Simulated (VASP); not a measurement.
C: single point with PBE

C, a slab with vacuum:

```
C
1.0
     2.46641    0.00000    0.00000
    -1.23320    2.13597    0.00000
     0.00000    0.00000   24.11384
C
4
Direct
  0.00000 0.00000 0.59084
  0.00000 0.00000 0.40916
  0.33333 0.66667 0.40917
  0.66667 0.33333 0.59083
```

```json
{
 "Program": "VASP 6.6.1",
 "Task": "single point",
 "Functional": "PBE",
 "Potentials or basis": "VASP PAW PBE potentials, release 64 (C)",
 "Cutoff": "520 eV",
 "k mesh": "21 × 21 × 2",
 "Occupations": "gaussian, width 0.1 eV",
 "Spin": "no spin polarisation",
 "Dipole correction": "no",
 "Further INCAR settings": "ALGO = Normal; EDIFF = 1e-06; NBANDS = 16"
}
```

The band gap on the k mesh is zero (filled and empty bands touch).

Forces in eV/Å, atoms in the order of the input:
```
C    0.000  0.000 -0.003
C    0.000  0.000  0.003
C    0.000  0.000 -0.002
C    0.000  0.000  0.002
```

Levels at points of the mesh, in eV from the Fermi level:
| k point | band 5 | band 6 | band 7 | band 8 | band 9 | band 10 | band 11 | band 12 |
| --- | --- | --- | --- | --- | --- | --- | --- | --- |
| (0.00, 0.00, 0.00) | -3.05 | -3.05 | -3.05 | -3.05 | 3.18 | 3.70 | 4.26 | 4.84 |
| (0.00, 0.00, 0.50) | -3.05 | -3.05 | -3.05 | -3.05 | 3.18 | 3.68 | 4.42 | 4.52 |

Run time: 4.5 min on 1 thread of Intel(R) Xeon(R) 6975P-C (Granite Rapids), with other jobs on the host, peak memory 0.3 GiB.

Caveat: there is no dipole correction, which matters where the two faces differ.
